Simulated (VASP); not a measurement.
# TaN (P-6m2) in VASP: a series of runs

TaN is run at these levels: PBEsol; tasks: single point, relaxation of cell and atoms.

Program: VASP 6.6.1. These are calculated values, not measurements. Logs are shortened: lines on timing, memory, paths and dates and some standing lists are left out, and cuts for length are marked.

### 1 The cell of the first run

The structure is hexagonal, space group P-6m2 (No. 187). The conventional cell has a = 2.924 Å, b = 2.924 Å, c = 2.871 Å, α = 90.00°, β = 90.00°, γ = 120.00°. Within 2.9 Å of Ta (site symmetry -6m2) lie 6 N at 2.22 Å and 2 Ta at 2.87 Å. N (site symmetry -6m2) has 6 Ta at 2.22 Å and 2 N at 2.87 Å within 2.9 Å.

### 2 Single point, PBEsol

File INCAR:

```
ALGO = Normal
EDIFF = 1E-6
ENCUT = 520
GGA = PS
ISIF = 2
ISMEAR = 0
LASPH = True
LCHARG = False
LREAL = False
LWAVE = False
NBANDS = 15
NELM = 100
PREC = Accurate
SIGMA = 0.1
```

File KPOINTS:

```
k-points
0
Gamma
  18 18 14
```

File POSCAR:

```
TaN
1.0
    2.9239912499      0.0000000000      0.0000000000
   -1.4619956250      2.5322507029      0.0000000000
    0.0000000000      0.0000000000      2.8707269463
Ta N
1 1
Direct
    0.3333333333      0.6666666667      0.5000000000
    0.0000000000      0.0000000000      0.0000000000
```

Potentials or basis: VASP PAW PBE potentials, release 64 (Ta_pv, N).

Run with:

```console
$ cat potpaw_PBE.64/Ta_pv/POTCAR potpaw_PBE.64/N/POTCAR > POTCAR
$ mpirun -np 1 vasp_std > vasp.out
```

OUTCAR:

```text
EDIFF = 1E-6
   ENCUT = 520
   GGA = PS
   ISIF = 2
   ISMEAR = 0
   LASPH = True
   LREAL = False
   NELM = 100
   PREC = Accurate

 ion  position               nearest neighbor table
   1  0.333  0.667  0.500-   2 2.22   2 2.22   2 2.22   2 2.22   2 2.22   2 2.22
   2  0.000  0.000  0.000-   1 2.22   1 2.22   1 2.22   1 2.22   1 2.22   1 2.22

  LATTYP: Found a hexagonal cell.
 ALAT       =     2.9239912499
 C/A-ratio  =     0.9817836994

  Lattice vectors:

 A1 = (   2.9239912499,   0.0000000000,   0.0000000000)
 A2 = (  -1.4619956250,   2.5322507029,   0.0000000000)
 A3 = (   0.0000000000,   0.0000000000,   2.8707269463)

Analysis of symmetry for initial positions (statically):
=====================================================================
 Subroutine PRICEL returns:
 Original cell was already a primitive cell.

 Routine SETGRP: Setting up the symmetry group for a
 hexagonal supercell.

 Subroutine GETGRP returns: Found 12 space group operations
 (whereof 12 operations were pure point group operations)
 out of a pool of 24 trial point group operations.

The static configuration has the point symmetry D_3h.

Analysis of symmetry for dynamics (positions and initial velocities):
=====================================================================
 Subroutine PRICEL returns:
 Original cell was already a primitive cell.

 Routine SETGRP: Setting up the symmetry group for a
 hexagonal supercell.

 Subroutine GETGRP returns: Found 12 space group operations
 (whereof 12 operations were pure point group operations)
 out of a pool of 24 trial point group operations.

The dynamic configuration has the point symmetry D_3h.

 Subroutine INISYM returns: Found 12 space group operations
 (whereof 12 operations are pure point group operations),
 and found     1 'primitive' translations

----------------------------------------------------------------------------------------

                                     Primitive cell

  volume of cell :      21.2557

  direct lattice vectors                    reciprocal lattice vectors
     2.923991250  0.000000000  0.000000000     0.341998287  0.197452803  0.000000000
    -1.461995625  2.532250703  0.000000000     0.000000000  0.394905607  0.000000000
     0.000000000  0.000000000  2.870726946     0.000000000  0.000000000  0.348343823

  length of vectors
     2.923991250  2.923991250  2.870726946     0.394905607  0.394905607  0.348343823

  position of ions in fractional coordinates (direct lattice)
     0.333333333  0.666666667  0.500000000
     0.000000000  0.000000000  0.000000000

  ion indices of the primitive-cell ions
   primitive index   ion index
                 1           1
                 2           2

----------------------------------------------------------------------------------------

 KPOINTS: k-points

Automatic generation of k-mesh.
 Grid dimensions read from file:
 generate k-points for:   18   18   14

 Generating k-lattice:

  Cartesian coordinates                     Fractional coordinates (reciprocal lattice)
     0.018999905  0.010969600  0.000000000     0.055555556  0.000000000  0.000000000
     0.000000000  0.021939200  0.000000000     0.000000000  0.055555556  0.000000000
     0.000000000  0.000000000  0.024881702     0.000000000  0.000000000  0.071428571

  Length of vectors
     0.021939200  0.021939200  0.024881702

  Shift w.r.t. Gamma in fractional coordinates (k-lattice)
     0.000000000  0.000000000  0.000000000

 Subroutine IBZKPT returns following result:
 ===========================================

 Found    296 irreducible k-points:

 Following reciprocal coordinates:
            Coordinates               Weight
  0.000000  0.000000  0.000000      1.000000
  0.055556 -0.000000  0.000000      6.000000
  0.111111 -0.000000  0.000000      6.000000
  0.166667  0.000000  0.000000      6.000000
  0.222222  0.000000  0.000000      6.000000
  0.277778  0.000000  0.000000      6.000000
[... 16 lines left out ...]
  0.333333  0.111111  0.000000     12.000000
  0.388889  0.111111  0.000000     12.000000
 [... further k-points ...]
   k-points           NKPTS =    296   k-points in BZ     NKDIM =    296   number of bands    NBANDS=     15
   number of dos      NEDOS =    301   number of ions     NIONS =      2
   total plane-waves  NPLWV =  13824
   dimension x,y,z NGX =    24 NGY =   24 NGZ =   24
   dimension x,y,z NGXF=    48 NGYF=   48 NGZF=   48
   ions per type =               1   1
   NGX,Y,Z   is equivalent  to a cutoff of  13.65, 13.65, 13.90 a.u.
   NGXF,Y,Z  is equivalent  to a cutoff of  27.29, 27.29, 27.80 a.u.
 SYSTEM =  unknown system
   PREC   = accura    normal or accurate (medium, high low for compatibility)
   ISTART =      0    job   : 0-new  1-cont  2-samecut
   ICHARG =      2    charge: 1-file 2-atom 10-const
   ISPIN  =      1    spin polarized calculation?
   LNONCOLLINEAR =      F non collinear calculations
   LSORBIT =      F    spin-orbit coupling
   LASPH  =      T    aspherical Exc in radial PAW
   ENCUT  =  520.0 eV  38.22 Ry    6.18 a.u.   5.44  5.44  5.34*2*pi/ulx,y,z
   NELM   =    100;   NELMIN=  2; NELMDL= -5     # of ELM steps
   EDIFF  = 0.1E-05   stopping-criterion for ELM
   LREAL  =      F    real-space projection
   EDIFFG = 0.1E-04   stopping-criterion for IOM
   NSW    =      0    number of steps for IOM
   IBRION =     -1    ionic relax: 0-MD 1-quasi-New 2-CG
   NFREE  =      0    steps in history (QN), initial steepest desc. (CG)
   ISIF   =      2    stress and relaxation
   ISYM   =      2    0-nonsym 1-usesym 2-fastsym
   POTIM  = 0.5000    time-step for ionic-motion
   TEBEG  =    0.0;   TEEND  =   0.0 temperature during run
   PSTRESS=    0.0 pullay stress
   NELECT =      16.0000    total number of electrons
   NUPDOWN=      -1.0000    fix difference up-down
   EMIN   =  10.00;   EMAX   =-10.00  energy-range for DOS
   EFERMI =   0.00;   METHOD = LEGACY
   ISMEAR =     0;   SIGMA  =   0.10  broadening in eV -4-tet -1-fermi 0-gaus
   EFERMI_NEDOS =   21; number of points for ismear=-14 and -15
   IALGO  =     38    algorithm
   IMIX   =      4    mixing-type and parameters
     AMIX     =   0.40;   BMIX     =  1.00
     AMIX_MAG =   1.60;   BMIX_MAG =  1.00
  volume/ion in A,a.u.               =      10.63        71.72
  Fermi-wavevector in a.u.,A,eV,Ry     =   1.489212  2.814203 30.174364  2.217753
  Thomas-Fermi vector in A             =   2.602149
   LORBIT       =      0    0 simple, 1 ext, 2 COOP (PROOUT), +10 PAW based schemes
   GGA     = PS    functional components
   LHFCALC =     F    Hartree Fock is set to
   AEXX    =    0.0000 exact exchange contribution
   IVDW    =     0    specifies the selected vdW correction
   LEPSILON=     F    determine dielectric tensor
   LRPA    =     F    only Hartree local field effects (RPA)
 non-spin polarized calculation
 Gauss-broadening in eV      SIGMA  =   0.10
  energy-cutoff  :      520.00
  volume of cell :       21.26
 maximum number of plane-waves:       599
 NGX is ok and might be reduce to    24
   NGX = 11   NGY = 11   NGZ = 11

 number of electron      16.0000000 magnetization

 Free energy of the ion-electron system (eV)
  ---------------------------------------------------
  ext. energy  EPLUGINS =         0.00000000
  ---------------------------------------------------
  free energy    TOTEN  =       -23.80564074 eV

  energy without entropy =      -23.80538864  energy(sigma->0) =      -23.80551469

 E-fermi :   8.2084     XC(G=0): -13.5810

 val. band max:        8.1670991340   @ k =   0.0000   0.0000   0.4286
 cond. band min:       8.2395454990   @ k =   0.0556  -0.0000   0.5000
 fundamental gap:      0.0724463650
 Fermi energy:         8.2084469972

 k-point     1 :       0.0000    0.0000    0.0000
  band No.  band energies     occupation
      1     -26.5032      2.00000
      2     -26.2285      2.00000
      3     -26.2285      2.00000
      4      -9.6044      2.00000
      5       3.6171      2.00000
      6       3.6171      2.00000
      7       3.9449      2.00000
      8       5.3088      2.00000
      9      10.5611      0.00000
     10      11.8966      0.00000
     11      11.8966      0.00000
     12      12.2952      0.00000
     13      12.2952      0.00000
     14      21.3344      0.00000
     15      21.7374      0.00000

 k-point     2 :       0.0556   -0.0000    0.0000
  band No.  band energies     occupation
      1     -26.4987      2.00000
      2     -26.2645      2.00000
      3     -26.2361      2.00000
      4      -9.5371      2.00000
      5       3.4035      2.00000
      6       3.6680      2.00000
      7       4.0502      2.00000
      8       5.2111      2.00000
      9      10.8077      0.00000
     10      11.7516      0.00000
     11      11.9054      0.00000
     12      12.2607      0.00000
     13      12.3864      0.00000
     14      21.3285      0.00000
     15      21.7317      0.00000

 k-point     3 :       0.1111   -0.0000    0.0000
  band No.  band energies     occupation
      1     -26.4855      2.00000
      2     -26.3671      2.00000
      3     -26.2579      2.00000
      4      -9.3431      2.00000
      5       2.9025      2.00000
      6       3.8128      2.00000
      7       4.2941      2.00000
      8       4.9455      2.00000
      9      11.2843      0.00000
     10      11.5429      0.00000
     11      11.9411      0.00000
     12      12.1628      0.00000
     13      12.6238      0.00000
     14      21.3084      0.00000
     15      21.7178      0.00000
[... 343 lines left out ...]
 k-point    23 :       0.3333    0.1111    0.0000
  band No.  band energies     occupation
      1     -27.1794      2.00000
      2     -26.5231      2.00000
      3     -26.3629      2.00000
      4      -7.4249      2.00000
      5       0.2474      2.00000
      6       3.1708      2.00000
      7       4.0604      2.00000
      8       5.8635      2.00000
      9      10.6631      0.00000
     10      10.6985      0.00000
     11      13.1859      0.00000
     12      14.3071      0.00000
     13      16.0740      0.00000
     14      21.3803      0.00000
     15      21.7593      0.00000

 k-point    24 :       0.3889    0.1111    0.0000
  band No.  band energies     occupation
      1     -27.2555      2.00000
      2     -26.5505      2.00000
      3     -26.3502      2.00000
      4      -7.2069      2.00000
      5       0.0539      2.00000
      6       3.0298      2.00000
      7       3.9280      2.00000
      8       5.9198      2.00000
      9      10.5579      0.00000
     10      11.3632      0.00000
     11      12.9002      0.00000
     12      14.3861      0.00000
     13      16.9663      0.00000
     14      20.4967      0.00000
     15      21.6873      0.00000

 [... further k-points ...]

------------------------ aborting loop because EDIFF is reached ----------------------------------------

  FORCE on cell =-STRESS in cart. coord.  units (eV):
  Direction    XX          YY          ZZ          XY          YZ          ZX
  --------------------------------------------------------------------------------------
  -------------------------------------------------------------------------------------
  Total        0.1031296      0.1031296      0.1304052     -0.0000000      0.0000000     -0.0000000
  in kB        7.7735458      7.7735458      9.8294874     -0.0000000      0.0000000     -0.0000000
  external PRESSURE =       8.4588597 kB  Pullay stress =       0.0000000 kB

 VOLUME and BASIS-vectors are now :
 -----------------------------------------------------------------------------
  energy-cutoff  :      520.00
  volume of cell :       21.26
      direct lattice vectors                 reciprocal lattice vectors
     2.923991250  0.000000000  0.000000000     0.341998287  0.197452803  0.000000000
    -1.461995625  2.532250703  0.000000000     0.000000000  0.394905607  0.000000000
     0.000000000  0.000000000  2.870726946     0.000000000  0.000000000  0.348343823

 POSITION                                       TOTAL-FORCE (eV/Angst)
 -----------------------------------------------------------------------------------
     -0.00000      1.68817      1.43536        -0.000000      0.000000      0.000000
      0.00000      0.00000      0.00000         0.000000     -0.000000      0.000000
 -----------------------------------------------------------------------------------
    total drift:                                0.000000     -0.000000     -0.000000

  FREE ENERGIE OF THE ION-ELECTRON SYSTEM (eV)
  ---------------------------------------------------
  free  energy   TOTEN  =       -23.8056407418 eV

  energy  without entropy=      -23.8053886410  energy(sigma->0) =      -23.80551469
```

Wall time 65 s (1 thread of Intel Xeon Platinum 8259CL at 2.50GHz (Skylake/Cascade Lake), shared host); peak memory 0.22 GiB.

Results:

```yaml
Free_energy: -23.8056 eV
Pressure: 0.8 GPa
Band_gap_on_the_k_mesh: zero (band 8 reaches 8.47 eV, above the bottom of band 9 at 8.13 eV)
```

Caveat: the PAW data sets were made with another functional, which shifts forces and pressure a little; spin-orbit coupling is left out, which moves the levels of the heavy elements.

(Part 1 of 2 ends here.)
